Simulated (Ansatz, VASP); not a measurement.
# KI in VASP and in Ansatz

Contents of INCAR:

```
SYSTEM = KI
PREC = Accurate
ENCUT = 520
EDIFF = 1E-6
ISMEAR = -1
SIGMA = 0.02
LREAL = .FALSE.
LASPH = .TRUE.
NELM = 60
ALGO = Normal
ISIF = 2
LWAVE = .FALSE.
LCHARG = .FALSE.
GGA = PE
NBANDS = 15
```

KPOINTS

```
regular mesh
0
G
  6 6 6
  0 0 0
```

POSCAR

```
KI
1.0
    0.0000000000      3.5245500000      3.5245500000
    3.5245500000      0.0000000000      3.5245500000
    3.5245500000      3.5245500000      0.0000000000
K I
1 1
Direct
    0.0000000000      0.0000000000      0.0000000000
    0.5000000000      0.5000000000      0.5000000000
```

Input for Ansatz:

```yaml
crystal:
  lattice:
    - [0.0, 3.52455, 3.52455]
    - [3.52455, 0.0, 3.52455]
    - [3.52455, 3.52455, 0.0]
  atoms:
    - { symbol: K, position: [0.0, 0.0, 0.0] }
    - { symbol: I, position: [0.5, 0.5, 0.5] }
kpoints:
  mp_grid: { grid: [6, 6, 6] }
  band_path:
    path:
      - [0.0, 0.0, 0.0]
      - [0.5, 0.0, 0.5]
      - [0.625, 0.25, 0.625]
      - [0.375, 0.375, 0.75]
      - [0.0, 0.0, 0.0]
      - [0.5, 0.5, 0.5]
      - [0.5, 0.25, 0.75]
      - [0.5, 0.0, 0.5]
    npoints: 8
scf:
  occupations: { method: fermi_dirac, width: 0.02 }
hamiltonian:
  xc: pbe
  pseudopotentials: { kind: all_electron, lapw: { basis_error: 0.00025 } }
output:
  forces: true
  stress: true
  eigenvalues: true
  populations: true
  dos: { projected: true, de: 0.2, e_range: [-14, 8] }
```

Alike in both runs: task single point; functional PBE; k mesh 6 × 6 × 6; occupations fermi-dirac, width 0.02 eV; no spin polarisation.

|  | VASP | Ansatz |
| --- | --- | --- |
| version | VASP 6.6.1 | Ansatz 0.2.0 |
| potentials or method | VASP PAW PBE potentials, release 64 (K_sv, I), cutoff 520 eV | all-electron LAPW, scalar-relativistic |

|  | VASP | Ansatz | Ansatz less VASP |
| --- | --- | --- | --- |
| gap on the k mesh at the Fermi level (eV) | 3.98 | 3.98 | +0.004 |
| pressure (GPa) | 0.7 | 0.7 | -0.04 |

Ansatz ran all-electron here, and VASP with PAW potentials.

Neither program's run includes spin-orbit coupling.
